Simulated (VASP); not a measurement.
Runs of VASP 6.6.1 on Zr. The structure is that of space group I4/mmm (No. 139), or close to it. The cells are those of the table. 

```csv
cell,gap on the mesh (eV),pressure (GPa)
"a = 3.111 Å, angles 105.7, 105.7, 117.3°, 1 atom",none,0.4
"a = 3.084 Å, angles 113.7, 113.7, 101.2°, 1 atom",none,3.2
"a = 3.112 Å, angles 113.7, 113.7, 101.2°, 1 atom",none,(a)
"a = 3.072 Å, angles 111.6, 111.6, 105.4°, 1 atom",none,2.7
"a = 3.161 Å, angles 118.4, 118.4, 92.7°, 1 atom",none,(b)
"a = 3.247 Å, angles 123.4, 123.4, 84.2°, 1 atom",none,1.4
"a = 3.218 Å, angles 123.4, 123.4, 84.2°, 1 atom",none,(c)
"a = 3.072 Å, angles 107.5, 107.5, 113.5°, 1 atom",none,2.7
"a = 3.083 Å, angles 105.7, 105.7, 117.3°, 1 atom",none,2.9
"a = 3.104 Å, angles 116.0, 116.0, 97.0°, 1 atom",none,3.9
```

Alike in all rows: task single point; level PBE; potentials or basis VASP PAW PBE potentials, release 64 (Zr_sv); no spin polarisation; k mesh 20 × 20 × 20; cutoff (eV) 500; smearing gaussian 0.15 eV.

Q: Estimate the missing entries.

A: (a) 0.7; (b) 1.5; (c) 4.0.

A k mesh can miss the band edges, and the runs leave out spin-orbit coupling on Zr.

A gap of «none» marks levels without a gap at the run's occupations.
